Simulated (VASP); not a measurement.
Write the native input for VASP 6.6.1 that does the following.

```yaml
Task: single point
Functional: PBEsol
Potentials_or_basis: VASP PAW PBE potentials, release 64 (Ta_sv_GW, N)
Cutoff: 700 eV
k_mesh: 18 × 18 × 10
Occupations: gaussian, width 0.15 eV
Spin: no spin polarisation
Dipole_correction: no
Further_INCAR_settings: ALGO = Normal; EDIFF = 1e-06; NBANDS = 22
```

The structure of Ta2N lies in POSCAR:

```
Ta2N
1.0
    3.0673351436      0.0000000000      0.0000000000
   -1.5336675718      2.6563901563      0.0000000000
    0.0000000000      0.0000000000      4.6641898194
Ta N
2 1
Direct
    0.6666666667      0.3333333333      0.7463700642
    0.3333333333      0.6666666667      0.2536299358
    0.0000000000      0.0000000000      0.0000000000
```

These files were run (other wordings do the same):

INCAR

```
SYSTEM = Ta2N
  ALGO = Normal
  EDIFF = 1E-6
  ENCUT = 700
  GGA = PS
  GGA_COMPAT = .FALSE.
  ISIF = 2
  ISMEAR = 0
  LASPH = .TRUE.
  LCHARG = .TRUE.
  LELF = .TRUE.
  LREAL = .FALSE.
  LVHAR = .TRUE.
  LWAVE = .FALSE.
  NBANDS = 22
  NELM = 120
  PREC = Accurate
  SIGMA = 0.15
```

KPOINTS

```
k-points
0
G
  18 18 10
  0 0 0
```

Potentials or basis: VASP PAW PBE potentials, release 64 (Ta_sv_GW, N).

Launch:

```sh
$ cat potpaw_PBE.64/Ta_sv_GW/POTCAR potpaw_PBE.64/N/POTCAR > POTCAR
$ mpirun -np 1 vasp_std > vasp.out
```

Results of the run:

```yaml
Pressure: 13.7 GPa
Largest_force: 0.096 eV/Å
Band_gap_on_the_k_mesh: zero (an odd number of electrons rules out a gap without spin polarisation)
```

Caveat: the stress differs along the axes, from 11 to 19 GPa; the PAW data sets were made with another functional, which shifts forces and pressure a little; spin-orbit coupling is left out, which moves the levels of the heavy elements.

Run time: 5.9 min on 1 thread of Intel(R) Xeon(R) Platinum 8259CL CPU @ 2.50GHz (Skylake/Cascade Lake) (shared host), peak memory 0.52 GiB.
